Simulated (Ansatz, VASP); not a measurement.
**CaO: VASP beside Ansatz**

Contents of INCAR:

```
PREC = Accurate
ENCUT = 520
EDIFF = 1E-6
ISMEAR = -1
SIGMA = 0.05
LREAL = False
LASPH = True
NELM = 100
ALGO = Normal
ISIF = 2
LWAVE = False
LCHARG = False
GGA = PE
NBANDS = 15
```

Contents of KPOINTS:

```
Automatic mesh
0
Gamma
  11 11 11
```

Contents of POSCAR:

```
CaO
1.0
    0.0000000000      2.5687635645      2.5687635645
    2.5687635645      0.0000000000      2.5687635645
    2.5687635645      2.5687635645      0.0000000000
Ca O
1 1
Direct
    0.0000000000      0.0000000000      0.0000000000
    0.2500000000      0.2500000000      0.2500000000
```

Input for Ansatz:

```yaml
crystal:
  lattice:
    - [0.0, 2.5687635645, 2.5687635645]
    - [2.5687635645, 0.0, 2.5687635645]
    - [2.5687635645, 2.5687635645, 0.0]
  atoms:
    - { symbol: Ca, position: [0.0, 0.0, 0.0] }
    - { symbol: O, position: [0.25, 0.25, 0.25] }
kpoints:
  mp_grid: { grid: [11, 11, 11] }
scf:
  occupations: { method: fermi_dirac, width: 0.05 }
hamiltonian:
  xc: pbe
  pseudopotentials: { kind: all_electron, lapw: { basis_error: 0.00025 } }
output:
  forces: true
  stress: true
  eigenvalues: true
```

Change from the starting cell: volume scaled by 0.9405.

Alike in both runs: task single point; functional PBE; k mesh 11 × 11 × 11; occupations fermi-dirac, width 0.05 eV; no spin polarisation.

|  | VASP | Ansatz |
| --- | --- | --- |
| version | VASP 6.6.1 | Ansatz 0.2.0 |
| potentials or method | VASP PAW PBE potentials, release 64 (Ca_sv, O), cutoff 520 eV | all-electron LAPW, scalar-relativistic |

|  | VASP | Ansatz | Ansatz less VASP |
| --- | --- | --- | --- |
| gap on the k mesh at the Fermi level (eV) | 3.50 | 3.50 | +0.009 |
| pressure (GPa) | 5.9 | 5.3 | -0.58 |

Ansatz ran all-electron here, and VASP with PAW potentials.
